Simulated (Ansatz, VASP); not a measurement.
**Two plane-wave programs on TiO2**

INCAR

```
SYSTEM = TiO2
PREC     = Accurate       ! precision mode
ENCUT    = 520            ! plane-wave cutoff, eV
EDIFF    = 1E-6           ! SCF threshold, eV
ISMEAR   = 0              ! smearing method
SIGMA    = 0.05           ! smearing width, eV
LREAL    = .False.        ! projectors in reciprocal space
LASPH    = .True.         ! aspherical terms in the spheres
NELM     = 60             ! most SCF steps
ALGO     = Normal         ! electronic algorithm
ISIF     = 2              ! what is computed and relaxed
LWAVE    = .False.        ! write WAVECAR
LCHARG   = .False.        ! write CHGCAR
GGA      = PE             ! functional
NBANDS   = 33             ! bands
```

Contents of KPOINTS:

```
Automatic mesh
0
Gamma
  6 6 10
  0 0 0
```

POSCAR

```
TiO2
1.0
    4.6819400349      0.0000000000      0.0000000000
    0.0000000000      4.6819400349      0.0000000000
    0.0000000000      0.0000000000      2.9884637574
Ti O
2 4
Direct
    0.0000000000      0.0000000000      0.0196221979
    0.5000000000      0.5000000000      0.5196221979
    0.3050970583      0.3050970583     -0.0293535767
    0.1949029417      0.8050970583      0.4706464233
    0.6949029417      0.6949029417     -0.0293535767
    0.8050970583      0.1949029417      0.4706464233
```

Input for Ansatz:

```yaml
crystal:
  lattice:
    - [4.6819400349, 0.0, 0.0]
    - [0.0, 4.6819400349, 0.0]
    - [0.0, 0.0, 2.9884637574]
  atoms:
    - { symbol: Ti, position: [0.0, 0.0, 0.0196221979] }
    - { symbol: Ti, position: [0.5, 0.5, 0.5196221979] }
    - { symbol: O, position: [0.3050970583, 0.3050970583, -0.0293535767] }
    - { symbol: O, position: [0.1949029417, 0.8050970583, 0.4706464233] }
    - { symbol: O, position: [0.6949029417, 0.6949029417, -0.0293535767] }
    - { symbol: O, position: [0.8050970583, 0.1949029417, 0.4706464233] }
basis:
  ecutwfc: 520.0
kpoints:
  mp_grid: { grid: [6, 6, 10] }
hamiltonian:
  xc: pbe
  pseudopotentials: { kind: paw, azcp: { folder: soft_1 } }
scf:
  occupations: { method: gaussian, width: 0.05 }
output:
  forces: true
  stress: true
  eigenvalues: true
```

Change from the starting cell: mode 1 frozen in at -0.087 Å, equal normal strain along x, y and z +0.0083.

Alike in both runs: task single point; functional PBE; k mesh 6 × 6 × 10; occupations gaussian, width 0.05 eV; no spin polarisation.

|  | VASP | Ansatz |
| --- | --- | --- |
| version | VASP 6.6.1 | Ansatz 0.2.0 |
| potentials or method | VASP PAW PBE potentials, release 64 (Ti_sv, O), cutoff 520 eV | scalar-relativistic, plane waves, PAW |
| valence electrons in the cell | 48 | 48 |

VASP gave:

| Property | Result |
| --- | --- |
| gap on the k mesh at the Fermi level (eV) | 2.06 |
| least direct gap on the mesh (eV) | 2.33 |
| pressure (GPa) | -2.1 |
| traceless stress, the component that is largest in VASP (GPa) | 0.19 |
| rms of the force components (eV/Å) | 0.059 |

Problem. What did Ansatz give for the same quantities?

Solution. gap on the k mesh at the Fermi level (eV): 2.08; least direct gap on the mesh (eV): 2.36; pressure (GPa): -2.7; traceless stress, the component that is largest in VASP (GPa): -0.04; rms of the force components (eV/Å): 0.034.

Atom by atom the forces differ by 0.031 eV/Å (rms over components).
